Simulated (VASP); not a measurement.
## Mn: single point with BLYP

The system is Mn.

```xyz
1
Lattice="0.0000 1.7722 1.7722 1.7722 0.0000 1.7722 1.7722 1.7722 0.0000" Properties=species:S:1:pos:R:3 pbc="T T T"
Mn    0.0000    0.0000    0.0000
```

This isn't the form of Mn at room conditions, which is a 58-atom cubic cell.

| Quantity | Value |
| --- | --- |
| Program | VASP 6.6.1 |
| Task | single point |
| Functional | BLYP |
| Potentials or basis | VASP PAW PBE potentials, release 64 (Mn_pv) |
| Cutoff | 520 eV |
| k mesh | 25 × 25 × 25 |
| Occupations | fermi-dirac, width 0.05 eV |
| Spin | collinear spin, ferromagnetic start |
| Starting moments | [3.0] μB |

```
Pressure                                              : 0.1 GPa
Net moment                                            : 0.00 μB per cell
Valence electrons inside the program's atomic spheres : Mn 11.96
```

Levels at points of the mesh, in eV from the Fermi level:
Spin up:
```tsv
k point	band 5	band 6	band 7	band 8	band 9	band 10
(0.00, 0.00, 0.00)	-1.13	-1.13	-1.13	0.49	0.49	21.41
```
Spin down:
```tsv
k point	band 5	band 6	band 7	band 8	band 9	band 10
(0.00, 0.00, 0.00)	-1.13	-1.13	-1.13	0.49	0.49	21.41
```

Run time: 6.3 min on 1 thread of Intel Xeon 8259CL, on a shared host, peak memory 0.23 GiB.

Caveat: the PAW data sets were made with another functional, which shifts forces and pressure a little.
